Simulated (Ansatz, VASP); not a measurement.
**SnO2: VASP beside Ansatz**

Contents of INCAR:

```
SYSTEM = SnO2
  PREC = Accurate
  ENCUT = 600
  EDIFF = 1E-6
  ISMEAR = 0
  SIGMA = 0.1
  LREAL = .False.
  LASPH = .True.
  NELM = 120
  ALGO = Normal
  ISIF = 2
  LWAVE = .False.
  LCHARG = .True.
  GGA = PE
  LELF = .True.
  LVHAR = .True.
  NBANDS = 35
  GGA_COMPAT = .False.
```

File KPOINTS:

```
Automatic mesh
0
Gamma
  4 4 6
  0 0 0
```

File POSCAR:

```
SnO2
1.0
    4.8221305616      0.0000000000      0.0000000000
    0.0000000000      4.8221305616      0.0000000000
    0.0000000000      0.0000000000      3.2450815729
Sn O
2 4
Direct
    0.0000000000      0.0000000000      0.0000000000
    0.5000000000      0.5000000000      0.5000000000
    0.6930000000      0.6930000000      0.0000000000
    0.3070000000      0.3070000000      0.0000000000
    0.8070000000      0.1930000000      0.5000000000
    0.1930000000      0.8070000000      0.5000000000
```

Input for Ansatz:

```yaml
crystal:
  lattice:
    - [4.8221305616, 0.0, 0.0]
    - [0.0, 4.8221305616, 0.0]
    - [0.0, 0.0, 3.2450815729]
  atoms:
    - { symbol: Sn, position: [0.0, 0.0, 0.0] }
    - { symbol: O, position: [0.693, 0.693, 0.0] }
    - { symbol: O, position: [0.307, 0.307, 0.0] }
    - { symbol: Sn, position: [0.5, 0.5, 0.5] }
    - { symbol: O, position: [0.807, 0.193, 0.5] }
    - { symbol: O, position: [0.193, 0.807, 0.5] }
basis:
  ecutwfc: 420
kpoints:
  mp_grid: { grid: [4, 4, 6] }
hamiltonian:
  xc: pbe
  pseudopotentials: { kind: paw, azcp: { folder: soft_1 } }
scf:
  occupations: { method: gaussian, width: 0.1 }
output:
  forces: true
  stress: true
  eigenvalues: true
```

Alike in both runs: task single point; functional PBE; k mesh 4 × 4 × 6; occupations gaussian, width 0.1 eV; no spin polarisation.

```csv
,VASP,Ansatz
version,VASP 6.6.1,Ansatz 0.2.0
potentials or method,"VASP PAW PBE potentials, release 64 (Sn_d, O), cutoff 600 eV","scalar-relativistic, plane waves, PAW"
valence electrons in the cell,52,52
```

|  | VASP | Ansatz | Ansatz less VASP |
| --- | --- | --- | --- |
| gap on the k mesh at the Fermi level (eV) | 0.67 | 0.68 | +0.012 |
| least direct gap on the mesh (eV) | 0.67 | 0.68 | +0.012 |
| pressure (GPa) | 0.4 | -0.1 | -0.44 |
| rms of the force components (eV/Å) | 0.032 | 0.023 | -0.0090 |

With one functional, cell and mesh, what is left measures potentials, basis and numerics.
